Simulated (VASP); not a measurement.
Wanted: the native input for a VASP 6.6.1 run.

| Property | Result |
| --- | --- |
| Task | single point |
| Functional | LDA |
| Potentials or basis | VASP PAW LDA potentials, release 64 (In_d) |
| Cutoff | 520 eV |
| k mesh | 18 × 18 × 10 |
| Occupations | gaussian, width 0.15 eV |
| Spin | no spin polarisation |
| Dipole correction | no |
| Further INCAR settings | ALGO = Fast; EDIFF = 1e-06; NBANDS = 20 |

The structure of In lies in POSCAR:

```
In
1.0
    3.2311818586      0.0000000000      0.0000000000
   -1.6155909293      2.7982855738      0.0000000000
    0.0000000000      0.0000000000      5.8705550182
In
2
Direct
    0.3333333333      0.6666666667      0.2500000000
    0.6666666667      0.3333333333      0.7500000000
```

This isn't the form of In at room conditions, which is tetragonal.

This cell differs from its parent crystal: ratio of the length along z to the lengths across it x 1.1, volume and fractional coordinates fixed.

The input as run:

INCAR

```
ALGO     = Fast           # electronic algorithm
EDIFF    = 1E-6           # SCF threshold, eV
ENCUT    = 520            # plane-wave cutoff, eV
GGA      = CA             # functional
ISIF     = 2              # what is computed and relaxed
ISMEAR   = 0              # smearing method
LASPH    = True           # aspherical terms in the spheres
LCHARG   = False          # write CHGCAR
LREAL    = False          # projectors in reciprocal space
LWAVE    = False          # write WAVECAR
NBANDS   = 20             # bands
NELM     = 80             # most SCF steps
PREC     = Accurate       # precision mode
SIGMA    = 0.15           # smearing width, eV
```

KPOINTS

```
k-points
0
Gamma
  18 18 10
```

Potentials or basis: VASP PAW LDA potentials, release 64 (In_d).

Command:

```console
$ cat potpaw_LDA.64/In_d/POTCAR > POTCAR
$ mpirun -np 1 vasp_std > vasp.out
```

Results of the run:

The pressure is -2.5 GPa and the band gap on the k mesh is zero (bands 13 and 14 overlap by 5.50 eV).

Caveat: spin-orbit coupling is left out, which moves the levels of the heavy elements.

Wall time 4.8 min on 1 thread of Intel Xeon 8259CL, with other jobs on the host, peak memory 0.29 GiB.
